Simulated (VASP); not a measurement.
# Li (I4/mmm) in VASP: notebook

Li is run at these levels: PBE; tasks: single point.

Program: VASP 6.6.1. These are calculated values, not measurements. Logs are shortened: lines on timing, memory, paths and dates and some standing lists are left out, and cuts for length are marked.

**1. The cell of the first run**

Symmetry: I4/mmm, No. 139, tetragonal system. Conventional cell: a = 3.500 Å, b = 3.500 Å, c = 3.561 Å, α = 90.00°, β = 90.00°, γ = 90.00°. Li (site symmetry 4/mmm) has 14 Li at 3.05 to 3.56 Å within 4.0 Å.

**2. Single point, PBE (strain +0.0175 x Voigt [1, 0, 0, 0, 0, 0])**

File INCAR:

```
SYSTEM = Li
ALGO = Fast ; EDIFF = 1E-6
ENCUT = 520 ; GGA = PE
ISIF = 2 ; ISMEAR = 0
LASPH = .True. ; LCHARG = .False.
LREAL = .False. ; LWAVE = .False.
NBANDS = 8 ; NELM = 80
PREC = Accurate ; SIGMA = 0.15
```

File KPOINTS:

```
k-points
0
Gamma
  20 20 20
  0 0 0
```

File POSCAR:

```
Li
1.0
   -1.7806250000      1.7500000000      1.7500000000
    1.7806250000     -1.7500000000      1.7500000000
    1.7806250000      1.7500000000     -1.7500000000
Li
1
Direct
    0.0000000000      0.0000000000      0.0000000000
```

Potentials or basis: VASP PAW PBE potentials, release 64 (Li_sv).

Run with:

```console
$ cat potpaw_PBE.64/Li_sv/POTCAR > POTCAR
$ mpirun -np 1 vasp_std > vasp.out
```

OUTCAR:

```text
SYSTEM = Li
   EDIFF = 1E-6
   ENCUT = 520
   GGA = PE
   ISIF = 2
   ISMEAR = 0
   LASPH = .True.
   LREAL = .False.
   NELM = 80
   PREC = Accurate

 ion  position               nearest neighbor table
   1  0.000  0.000  0.000-

  LATTYP: Found a body centered tetragonal cell.
 ALAT       =     3.5000000000
 C/A-ratio  =     1.0175000000

  Lattice vectors:

 A1 = (  -1.7806250000,   1.7500000000,  -1.7500000000)
 A2 = (  -1.7806250000,  -1.7500000000,   1.7500000000)
 A3 = (   1.7806250000,   1.7500000000,   1.7500000000)

Analysis of symmetry for initial positions (statically):
=====================================================================
 Subroutine PRICEL returns:
 Original cell was already a primitive cell.

 Routine SETGRP: Setting up the symmetry group for a
 body centered tetragonal supercell.

 Subroutine GETGRP returns: Found 16 space group operations
 (whereof 16 operations were pure point group operations)
 out of a pool of 16 trial point group operations.

The static configuration has the point symmetry D_4h.

Analysis of symmetry for dynamics (positions and initial velocities):
=====================================================================
 Subroutine PRICEL returns:
 Original cell was already a primitive cell.

 Routine SETGRP: Setting up the symmetry group for a
 body centered tetragonal supercell.

 Subroutine GETGRP returns: Found 16 space group operations
 (whereof 16 operations were pure point group operations)
 out of a pool of 16 trial point group operations.

The dynamic configuration has the point symmetry D_4h.

 Subroutine INISYM returns: Found 16 space group operations
 (whereof 16 operations are pure point group operations),
 and found     1 'primitive' translations

----------------------------------------------------------------------------------------

                                     Primitive cell

  volume of cell :      21.8127

  direct lattice vectors                    reciprocal lattice vectors
    -1.780625000  1.750000000  1.750000000     0.000000000  0.285714286  0.285714286
     1.780625000 -1.750000000  1.750000000     0.280800281  0.000000000  0.285714286
     1.780625000  1.750000000 -1.750000000     0.280800281  0.285714286  0.000000000

  length of vectors
     3.048872807  3.048872807  3.048872807     0.404061018  0.400601361  0.400601361

  position of ions in fractional coordinates (direct lattice)
     0.000000000  0.000000000  0.000000000

  ion indices of the primitive-cell ions
   primitive index   ion index
                 1           1

----------------------------------------------------------------------------------------

 KPOINTS: k-points

Automatic generation of k-mesh.
 Grid dimensions read from file:
 generate k-points for:   20   20   20

 Generating k-lattice:

  Cartesian coordinates                     Fractional coordinates (reciprocal lattice)
     0.000000000  0.014285714  0.014285714     0.050000000  0.000000000  0.000000000
     0.014040014  0.000000000  0.014285714     0.000000000  0.050000000  0.000000000
     0.014040014  0.014285714  0.000000000     0.000000000  0.000000000  0.050000000

  Length of vectors
     0.020203051  0.020030068  0.020030068

  Shift w.r.t. Gamma in fractional coordinates (k-lattice)
     0.000000000  0.000000000  0.000000000

 Subroutine IBZKPT returns following result:
 ===========================================

 Found    641 irreducible k-points:

 Following reciprocal coordinates:
            Coordinates               Weight
  0.000000  0.000000  0.000000      1.000000
  0.050000  0.000000  0.000000      4.000000
  0.100000  0.000000  0.000000      4.000000
  0.150000  0.000000  0.000000      4.000000
  0.200000  0.000000  0.000000      4.000000
  0.250000  0.000000  0.000000      4.000000
[... 16 lines left out ...]
  0.050000  0.100000  0.000000     16.000000
  0.100000  0.100000  0.000000     16.000000
 [... further k-points ...]
   k-points           NKPTS =    641   k-points in BZ     NKDIM =    641   number of bands    NBANDS=      8
   number of dos      NEDOS =    301   number of ions     NIONS =      1
   total plane-waves  NPLWV =  13824
   dimension x,y,z NGX =    24 NGY =   24 NGZ =   24
   dimension x,y,z NGXF=    48 NGYF=   48 NGZF=   48
   ions per type =               1
   NGX,Y,Z   is equivalent  to a cutoff of  13.09, 13.09, 13.09 a.u.
   NGXF,Y,Z  is equivalent  to a cutoff of  26.17, 26.17, 26.17 a.u.
 SYSTEM =  Li
   PREC   = accura    normal or accurate (medium, high low for compatibility)
   ISTART =      0    job   : 0-new  1-cont  2-samecut
   ICHARG =      2    charge: 1-file 2-atom 10-const
   ISPIN  =      1    spin polarized calculation?
   LNONCOLLINEAR =      F non collinear calculations
   LSORBIT =      F    spin-orbit coupling
   LASPH  =      T    aspherical Exc in radial PAW
   ENCUT  =  520.0 eV  38.22 Ry    6.18 a.u.   5.67  5.67  5.67*2*pi/ulx,y,z
   NELM   =     80;   NELMIN=  2; NELMDL= -5     # of ELM steps
   EDIFF  = 0.1E-05   stopping-criterion for ELM
   LREAL  =      F    real-space projection
   EDIFFG = 0.1E-04   stopping-criterion for IOM
   NSW    =      0    number of steps for IOM
   IBRION =     -1    ionic relax: 0-MD 1-quasi-New 2-CG
   NFREE  =      0    steps in history (QN), initial steepest desc. (CG)
   ISIF   =      2    stress and relaxation
   ISYM   =      2    0-nonsym 1-usesym 2-fastsym
   POTIM  = 0.5000    time-step for ionic-motion
   TEBEG  =    0.0;   TEEND  =   0.0 temperature during run
   PSTRESS=    0.0 pullay stress
   NELECT =       3.0000    total number of electrons
   NUPDOWN=      -1.0000    fix difference up-down
   EMIN   =  10.00;   EMAX   =-10.00  energy-range for DOS
   EFERMI =   0.00;   METHOD = LEGACY
   ISMEAR =     0;   SIGMA  =   0.15  broadening in eV -4-tet -1-fermi 0-gaus
   EFERMI_NEDOS =   21; number of points for ismear=-14 and -15
   IALGO  =     68    algorithm
   IMIX   =      4    mixing-type and parameters
     AMIX     =   0.40;   BMIX     =  1.00
     AMIX_MAG =   1.60;   BMIX_MAG =  1.00
  volume/ion in A,a.u.               =      21.81       147.20
  Fermi-wavevector in a.u.,A,eV,Ry     =   0.845043  1.596901  9.715900  0.714099
  Thomas-Fermi vector in A             =   1.960169
   LORBIT       =      0    0 simple, 1 ext, 2 COOP (PROOUT), +10 PAW based schemes
   GGA     = PE    functional components
   LHFCALC =     F    Hartree Fock is set to
   AEXX    =    0.0000 exact exchange contribution
   IVDW    =     0    specifies the selected vdW correction
   LEPSILON=     F    determine dielectric tensor
   LRPA    =     F    only Hartree local field effects (RPA)
 non-spin polarized calculation
 RMM-DIIS sequential band-by-band and
 Gauss-broadening in eV      SIGMA  =   0.15
  energy-cutoff  :      520.00
  volume of cell :       21.81
 maximum number of plane-waves:       610
   NGX = 11   NGY = 11   NGZ = 11

 number of electron       2.9999993 magnetization

 Free energy of the ion-electron system (eV)
  ---------------------------------------------------
  ext. energy  EPLUGINS =         0.00000000
  ---------------------------------------------------
  free energy    TOTEN  =        -1.90324402 eV

  energy without entropy =       -1.89783627  energy(sigma->0) =       -1.90054015

 E-fermi :   0.4348     XC(G=0):  -6.8685

 val. band max:        0.4312340395   @ k =   0.3500  -0.3000   0.2500
 cond. band min:       0.4399362174   @ k =  -0.3000   0.4000   0.2000
 fundamental gap:      0.0087021779
 Fermi energy:         0.4347985415

 k-point     1 :       0.0000    0.0000    0.0000
  band No.  band energies     occupation
      1     -46.2346      2.00000
      2      -3.0369      2.00000
      3      14.2251      0.00000
      4      14.3067      0.00000
      5      14.3068      0.00000
      6      18.7776      0.00000
      7      18.7777      0.00000
      8      19.1747      0.00000

 k-point     2 :       0.0500    0.0000    0.0000
  band No.  band energies     occupation
      1     -46.2342      2.00000
      2      -2.9902      2.00000
      3      13.9812      0.00000
      4      14.0430      0.00000
      5      14.2130      0.00000
      6      18.0842      0.00000
      7      18.1766      0.00000
      8      19.1410      0.00000

 k-point     3 :       0.1000    0.0000    0.0000
  band No.  band energies     occupation
      1     -46.2332      2.00000
      2      -2.8505      2.00000
      3      13.2015      0.00000
      4      13.4119      0.00000
      5      13.9470      0.00000
      6      17.0771      0.00000
      7      17.1114      0.00000
      8      18.9142      0.00000

 k-point     4 :       0.1500    0.0000    0.0000
  band No.  band energies     occupation
      1     -46.2316      2.00000
      2      -2.6172      2.00000
      3      11.8787      0.00000
      4      12.7439      0.00000
      5      13.5566      0.00000
      6      16.2157      0.00000
      7      16.5095      0.00000
      8      18.8462      0.00000

 k-point     5 :       0.2000    0.0000    0.0000
  band No.  band energies     occupation
      1     -46.2295      2.00000
      2      -2.2909      2.00000
      3      10.3590      0.00000
      4      12.0942      0.00000
      5      13.1086      0.00000
      6      15.4302      0.00000
      7      16.2687      0.00000
      8      19.0180      0.00000
[... 177 lines left out ...]
 k-point    22 :      -0.0000    0.1000    0.0000
  band No.  band energies     occupation
      1     -46.2332      2.00000
      2      -2.8536      2.00000
      3      13.0040      0.00000
      4      13.5350      0.00000
      5      13.9901      0.00000
      6      17.1421      0.00000
      7      17.3623      0.00000
      8      18.8553      0.00000

 k-point    23 :       0.0500    0.1000    0.0000
  band No.  band energies     occupation
      1     -46.2322      2.00000
      2      -2.7137      2.00000
      3      12.3354      0.00000
      4      13.0126      0.00000
      5      13.5962      0.00000
      6      16.7671      0.00000
      7      16.9484      0.00000
      8      18.7325      0.00000

 k-point    24 :       0.1000    0.1000    0.0000
  band No.  band energies     occupation
      1     -46.2307      2.00000
      2      -2.4804      2.00000
      3      11.6123      0.00000
      4      11.9163      0.00000
      5      13.0127      0.00000
      6      16.4517      0.00000
      7      16.7575      0.00000
      8      18.8007      0.00000

 [... further k-points ...]

------------------------ aborting loop because EDIFF is reached ----------------------------------------

  FORCE on cell =-STRESS in cart. coord.  units (eV):
  Direction    XX          YY          ZZ          XY          YZ          ZX
  --------------------------------------------------------------------------------------
  -------------------------------------------------------------------------------------
  Total       -0.1274653     -0.1299119     -0.1299119      0.0000000      0.0000000      0.0000000
  in kB       -9.3625432     -9.5422545     -9.5422545      0.0000000      0.0000000      0.0000000
  external PRESSURE =      -9.4823507 kB  Pullay stress =       0.0000000 kB

 VOLUME and BASIS-vectors are now :
 -----------------------------------------------------------------------------
  energy-cutoff  :      520.00
  volume of cell :       21.81
      direct lattice vectors                 reciprocal lattice vectors
    -1.780625000  1.750000000  1.750000000     0.000000000  0.285714286  0.285714286
     1.780625000 -1.750000000  1.750000000     0.280800281  0.000000000  0.285714286
     1.780625000  1.750000000 -1.750000000     0.280800281  0.285714286  0.000000000

 POSITION                                       TOTAL-FORCE (eV/Angst)
 -----------------------------------------------------------------------------------
      0.00000      0.00000      0.00000         0.000000      0.000000      0.000000
 -----------------------------------------------------------------------------------
    total drift:                               -0.000000      0.000000     -0.000000

  FREE ENERGIE OF THE ION-ELECTRON SYSTEM (eV)
  ---------------------------------------------------
  free  energy   TOTEN  =        -1.9032440197 eV

  energy  without entropy=       -1.8978362747  energy(sigma->0) =       -1.90054015
```

Wall time 72 s (1 thread of Intel Xeon Platinum 8175M at 2.50GHz (Skylake/Cascade Lake), shared host); peak memory 0.2 GiB.

What came out:

| Item | Value |
| --- | --- |
| Free energy | -1.9032 eV |
| Band gap on the k mesh | zero (an odd number of electrons rules out a gap without spin polarisation) |

Caveat: the cell differs from its parent crystal (strain +0.0175 x Voigt [1, 0, 0, 0, 0, 0]); the cutoff is under 1.25 times the usual one of these potentials, so pressure, stress and relaxed cells hold a basis-set (Pulay) error.

**3. Single point, PBE (strain +0.0200 x Voigt [1, 0, 0, 0, 0, 0])**

File INCAR:

```
ALGO = Normal
EDIFF = 1E-6
ENCUT = 520
GGA = PE
ISIF = 2
ISMEAR = 0
LASPH = True
LCHARG = False
LREAL = False
LWAVE = False
NBANDS = 8
NELM = 80
PREC = Accurate
SIGMA = 0.15
```

File KPOINTS:

```
k-points
0
Gamma
  20 20 20
```

File POSCAR:

```
Li
1.0
   -1.7850000000      1.7500000000      1.7500000000
    1.7850000000     -1.7500000000      1.7500000000
    1.7850000000      1.7500000000     -1.7500000000
Li
1
Direct
    0.0000000000      0.0000000000      0.0000000000
```

Potentials or basis: VASP PAW PBE potentials, release 64 (Li_sv).

Run with:

```console
$ cat potpaw_PBE.64/Li_sv/POTCAR > POTCAR
$ mpirun -np 1 vasp_std > vasp.out
```

Run time: 46 s. Hardware: 1 thread of Intel Xeon Platinum 8175M at 2.50GHz (Skylake/Cascade Lake), shared host; peak memory 0.2 GiB.

It converged, with:

| Property | Result |
| --- | --- |
| Free energy | -1.9030 eV |
| Band gap on the k mesh | zero (an odd number of electrons rules out a gap without spin polarisation) |

Levels at points of the mesh, in eV from the Fermi level:
```csv
k point,band 1,band 2,band 3,band 4,band 5
"(0.00, 0.00, 0.00)",-46.67,-3.47,13.76,13.85,13.85
"(0.50, 0.00, 0.00)",-46.65,0.31,3.08,9.66,11.01
"(0.00, 0.50, 0.00)",-46.65,0.22,2.97,9.91,11.36
"(0.50, 0.50, 0.50)",-46.64,4.97,5.39,5.39,7.30
```

Caveat: the cell differs from its parent crystal (strain +0.0200 x Voigt [1, 0, 0, 0, 0, 0]); the cutoff is under 1.25 times the usual one of these potentials, so pressure, stress and relaxed cells hold a basis-set (Pulay) error.
